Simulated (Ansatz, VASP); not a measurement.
## LiH in VASP and in Ansatz

Contents of INCAR:

```
SYSTEM = LiH
ALGO = Normal ; EDIFF = 1E-6
ENCUT = 520 ; GGA = CA
ISIF = 2 ; ISMEAR = 0
LASPH = .TRUE. ; LCHARG = .FALSE.
LREAL = .FALSE. ; LWAVE = .FALSE.
NBANDS = 9 ; NELM = 100
PREC = Accurate ; SIGMA = 0.05
```

KPOINTS

```
k-points
0
G
  10 10 10
  0 0 0
```

The input POSCAR:

```
LiH
1.0
    0.0000000000      2.1138000000      2.1138000000
    2.1138000000      0.0000000000      2.1138000000
    2.1138000000      2.1138000000      0.0000000000
Li H
1 1
Direct
    0.0000000000      0.0000000000      0.0000000000
    0.5000000000      0.5000000000      0.5000000000
```

Input for Ansatz:

```yaml
crystal:
  lattice:
    - [0.0, 2.1138, 2.1138]
    - [2.1138, 0.0, 2.1138]
    - [2.1138, 2.1138, 0.0]
  atoms:
    - { symbol: Li, position: [0.0, 0.0, 0.0] }
    - { symbol: H, position: [0.5, 0.5, 0.5] }
basis:
  ecutwfc: 420
kpoints:
  mp_grid: { grid: [10, 10, 10] }
hamiltonian:
  xc: lda
scf:
  occupations: { method: gaussian, width: 0.05 }
output:
  forces: true
  stress: true
  eigenvalues: true
```

Change from the starting cell: strain +0.040 along x and y, +0.040 along z, atoms carried along.

Alike in both runs: task single point; functional LDA; k mesh 10 × 10 × 10; occupations gaussian, width 0.05 eV; no spin polarisation.

|  | VASP | Ansatz |
| --- | --- | --- |
| version | VASP 6.6.1 | Ansatz 0.2.0 |
| potentials or method | VASP PAW LDA potentials, release 64 (Li_sv, H), cutoff 520 eV | scalar-relativistic, plane waves, PAW |
| valence electrons in the cell | 4 | 4 |

|  | VASP | Ansatz | Ansatz less VASP |
| --- | --- | --- | --- |
| gap on the k mesh at the Fermi level (eV) | 2.73 | 2.74 | +0.008 |
| least direct gap on the mesh (eV) | 2.73 | 2.74 | +0.008 |

LDA's correlation is that of Perdew and Zunger in VASP and of Perdew and Wang (1992) in Ansatz.

Noted on VASP's run: the cutoff is short for stress, so the pressure is rough.
